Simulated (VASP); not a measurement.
# TaN (P6_3/mmc) in VASP: notebook, part 2 of 2

VASP 6.6.1.

### 3 Electric field gradients, PBEsol (volume scaled by 1.04)

The input, INCAR:

```
SYSTEM = TaN
ALGO = Normal
EDIFF = 1E-8
ENCUT = 520
GGA = PS
ISIF = 2
ISMEAR = -1
LASPH = .TRUE.
LCHARG = .FALSE.
LEFG = .TRUE.
LREAL = .FALSE.
LWAVE = .FALSE.
NBANDS = 24
NELM = 60
PREC = Accurate
SIGMA = 0.01
```

The input, KPOINTS:

```
k-points
0
G
  11 11 6
  0 0 0
```

The input, POSCAR:

```
TaN
1.0
    3.0881118675      0.0000000000      0.0000000000
   -1.5440559337      2.6743833269      0.0000000000
    0.0000000000      0.0000000000      4.9827179480
Ta N
2 2
Direct
    0.0000000000      0.0000000000      0.0000000000
    0.0000000000      0.0000000000      0.5000000000
    0.3333333333      0.6666666667      0.2500000000
    0.6666666667      0.3333333333      0.7500000000
```

Potentials or basis: VASP PAW PBE potentials, release 64 (Ta_pv, N).

Started as:

```bash
> cat potpaw_PBE.64/Ta_pv/POTCAR potpaw_PBE.64/N/POTCAR > POTCAR
> mpirun -np 1 vasp_std > vasp.out
```

OUTCAR:

```text
SYSTEM = TaN
   EDIFF = 1E-8
   ENCUT = 520
   GGA = PS
   ISIF = 2
   ISMEAR = -1
   LASPH = .TRUE.
   LREAL = .FALSE.
   NELM = 60
   PREC = Accurate

 ion  position               nearest neighbor table
   1  0.000  0.000  0.000-   3 2.17   4 2.17   3 2.17   4 2.17   4 2.17   3 2.17   2 2.49   2 2.49

   2  0.000  0.000  0.500-   3 2.17   4 2.17   3 2.17   4 2.17   4 2.17   3 2.17   1 2.49   1 2.49

   3  0.333  0.667  0.250-   1 2.17   2 2.17   1 2.17   2 2.17   1 2.17   2 2.17
   4  0.667  0.333  0.750-   1 2.17   2 2.17   1 2.17   2 2.17   1 2.17   2 2.17

  LATTYP: Found a hexagonal cell.
 ALAT       =     3.0881118675
 C/A-ratio  =     1.6135160130

  Lattice vectors:

 A1 = (   3.0881118675,   0.0000000000,   0.0000000000)
 A2 = (  -1.5440559337,   2.6743833269,   0.0000000000)
 A3 = (   0.0000000000,   0.0000000000,   4.9827179480)

Analysis of symmetry for initial positions (statically):
=====================================================================
 Subroutine PRICEL returns:
 Original cell was already a primitive cell.

 Routine SETGRP: Setting up the symmetry group for a
 hexagonal supercell.

 Subroutine GETGRP returns: Found 24 space group operations
 (whereof 12 operations were pure point group operations)
 out of a pool of 24 trial point group operations.

The static configuration has the point symmetry D_3d.
 The point group associated with its full space group is D_6h.

Analysis of symmetry for dynamics (positions and initial velocities):
=====================================================================
 Subroutine PRICEL returns:
 Original cell was already a primitive cell.

 Routine SETGRP: Setting up the symmetry group for a
 hexagonal supercell.

 Subroutine GETGRP returns: Found 24 space group operations
 (whereof 12 operations were pure point group operations)
 out of a pool of 24 trial point group operations.

The dynamic configuration has the point symmetry D_3d.
 The point group associated with its full space group is D_6h.

 Subroutine INISYM returns: Found 24 space group operations
 (whereof 12 operations are pure point group operations),
 and found     1 'primitive' translations

----------------------------------------------------------------------------------------

                                     Primitive cell

  volume of cell :      41.1512

  direct lattice vectors                    reciprocal lattice vectors
     3.088111867  0.000000000  0.000000000     0.323822466  0.186958988  0.000000000
    -1.544055934  2.674383327  0.000000000     0.000000000  0.373917976  0.000000000
     0.000000000  0.000000000  4.982717948     0.000000000  0.000000000  0.200693680

  length of vectors
     3.088111867  3.088111867  4.982717948     0.373917976  0.373917976  0.200693680

  position of ions in fractional coordinates (direct lattice)
     0.000000000  0.000000000  0.000000000
     0.000000000  0.000000000  0.500000000
     0.333333333  0.666666667  0.250000000
     0.666666667  0.333333333  0.750000000

  ion indices of the primitive-cell ions
   primitive index   ion index
                 1           1
                 2           2
                 3           3
                 4           4
[... 89 lines left out ...]
   IALGO  =     38    algorithm
   IMIX   =      4    mixing-type and parameters
     AMIX     =   0.40;   BMIX     =  1.00
     AMIX_MAG =   1.60;   BMIX_MAG =  1.00
  volume/ion in A,a.u.               =      10.29        69.43
  Fermi-wavevector in a.u.,A,eV,Ry     =   1.505441  2.844872 30.835612  2.266354
  Thomas-Fermi vector in A             =   2.616290
   LORBIT       =      0    0 simple, 1 ext, 2 COOP (PROOUT), +10 PAW based schemes
   GGA     = PS    functional components
   LHFCALC =     F    Hartree Fock is set to
   AEXX    =    0.0000 exact exchange contribution
   IVDW    =     0    specifies the selected vdW correction
   LEPSILON=     F    determine dielectric tensor
   LRPA    =     F    only Hartree local field effects (RPA)
 non-spin polarized calculation
  energy-cutoff  :      520.00
  volume of cell :       41.15
 maximum number of plane-waves:      1126
 NGX is ok and might be reduce to    24
   NGX = 11   NGY = 11   NGZ = 19

 number of electron      32.0000002 magnetization

 Free energy of the ion-electron system (eV)
  ---------------------------------------------------
  ext. energy  EPLUGINS =         0.00000000
  ---------------------------------------------------
  free energy    TOTEN  =       -44.71202537 eV

  energy without entropy =      -44.71142761  energy(sigma->0) =      -44.71172649

 E-fermi :   9.3141     XC(G=0): -13.6857

 val. band max:        9.3008863727   @ k =   0.1818  -0.0000   0.0000
 cond. band min:       9.3360267697   @ k =   0.1818   0.0909   0.5000
 fundamental gap:      0.0351403970
 Fermi energy:         9.3140767339

 k-point     1 :       0.0000    0.0000    0.0000
  band No.  band energies     occupation
      1     -27.6933      2.00000
      2     -26.0432      2.00000
      3     -26.0432      2.00000
      4     -25.7085      2.00000
      5     -25.7085      2.00000
      6     -24.9499      2.00000
[... 637 lines left out ...]
     23      15.2055      0.00000
     24      15.6791      0.00000

 [... further k-points ...]

------------------------ aborting loop because EDIFF is reached ----------------------------------------

  FORCE on cell =-STRESS in cart. coord.  units (eV):
  Direction    XX          YY          ZZ          XY          YZ          ZX
  --------------------------------------------------------------------------------------
  -------------------------------------------------------------------------------------
  Total        1.7411677      1.7411677     20.2636614      0.0000000      0.0000000      0.0000000
  in kB       67.7904004     67.7904004    788.9427994      0.0000000      0.0000000      0.0000000
  external PRESSURE =     308.1745334 kB  Pullay stress =       0.0000000 kB

 VOLUME and BASIS-vectors are now :
 -----------------------------------------------------------------------------
  energy-cutoff  :      520.00
  volume of cell :       41.15
      direct lattice vectors                 reciprocal lattice vectors
     3.088111867  0.000000000  0.000000000     0.323822466  0.186958988  0.000000000
    -1.544055934  2.674383327  0.000000000     0.000000000  0.373917976  0.000000000
     0.000000000  0.000000000  4.982717948     0.000000000  0.000000000  0.200693680

 POSITION                                       TOTAL-FORCE (eV/Angst)
 -----------------------------------------------------------------------------------
      0.00000      0.00000      0.00000         0.000000     -0.000000      0.000000
      0.00000      0.00000      2.49136         0.000000     -0.000000      0.000000
     -0.00000      1.78292      1.24568        -0.000000      0.000000     -0.000000
      1.54406      0.89146      3.73704         0.000000      0.000000      0.000000
 -----------------------------------------------------------------------------------
    total drift:                               -0.000000      0.000000      0.000000

  FREE ENERGIE OF THE ION-ELECTRON SYSTEM (eV)
  ---------------------------------------------------
  free  energy   TOTEN  =       -44.7120253710 eV

  energy  without entropy=      -44.7114276108  energy(sigma->0) =      -44.71172649

 Electric field gradients (V/A^2)
---------------------------------------------------------------------
 ion       V_xx      V_yy      V_zz      V_xy      V_xz      V_yz
---------------------------------------------------------------------
   1      86.664    86.664  -173.328    -0.000    -0.000     0.000
   2      86.664    86.664  -173.328    -0.000     0.000    -0.000
   3      -2.990    -2.989     5.979     0.000     0.000    -0.000
   4      -2.990    -2.989     5.979     0.000     0.000     0.000
---------------------------------------------------------------------

 Electric field gradients after diagonalization (V/A^2)
 (convention: |V_zz| > |V_xx| > |V_yy|)
----------------------------------------------------------------------
 ion       V_xx      V_yy      V_zz     asymmetry (V_yy - V_xx)/ V_zz
----------------------------------------------------------------------
   1      86.665    86.664  -173.328       0.000
   2      86.665    86.664  -173.328       0.000
   3      -2.990    -2.989     5.979       0.000
   4      -2.990    -2.989     5.979       0.000
----------------------------------------------------------------------

           NMR quadrupolar parameters

 Cq : quadrupolar parameter    Cq=e*Q*V_zz/h
 eta: asymmetry parameters     (V_yy - V_xx)/ V_zz
 Q  : nuclear electric quadrupole moment in mb (millibarn)
----------------------------------------------------------------------
 ion       Cq(MHz)       eta       Q (mb)
----------------------------------------------------------------------
   1      -0.419       0.000       1.000
   2      -0.419       0.000       1.000
   3       0.014       0.000       1.000
   4       0.014       0.000       1.000
----------------------------------------------------------------------
```

stdout:

```text
POSCAR found type information on POSCAR TaN
 POSCAR found :  2 types and       4 ions
 scaLAPACK will be used
 -----------------------------------------------------------------------------
|                                                                             |
|                                                                             |
|     You enforced a specific xc type in the INCAR file but a different       |
|     I HOPE YOU KNOW WHAT YOU ARE DOING!                                     |
|                                                                             |
 -----------------------------------------------------------------------------

 LDA part: xc-table for (Slater+PW92), standard interpolation
 POSCAR, INCAR and KPOINTS ok, starting setup
 FFT: planning ... GRIDC
 FFT: planning ... GRID_SOFT
 FFT: planning ... GRID
 WAVECAR not read
 entering main loop
ion   1

ion   2

ion   3

ion   4
```

It took 56 s on 1 thread of Intel Xeon Platinum 8175M at 2.50GHz (Skylake/Cascade Lake), shared host; peak memory 0.2 GiB.

What came out:

```
Free energy            : -44.7120 eV
Pressure               : 30.8 GPa
Band gap on the k mesh : zero (band 16 reaches 9.97 eV, above the bottom of band 17 at 7.51 eV)
```

Electric field gradients, principal values (V/Å²):
| atom | least | middle | greatest (by size) |
| --- | --- | --- | --- |
| 1 Ta | 86.664 | 86.665 | -173.328 |
| 2 Ta | 86.664 | 86.665 | -173.328 |
| 3 N | -2.989 | -2.990 | 5.979 |
| 4 N | -2.989 | -2.990 | 5.979 |

Caveat: without QUAD_EFG the Cq values of the log hold for a quadrupole moment of 1 mb, not for the nuclei; the PAW data sets were made with another functional, which shifts forces and pressure a little; spin-orbit coupling is left out, which moves the levels of the heavy elements.
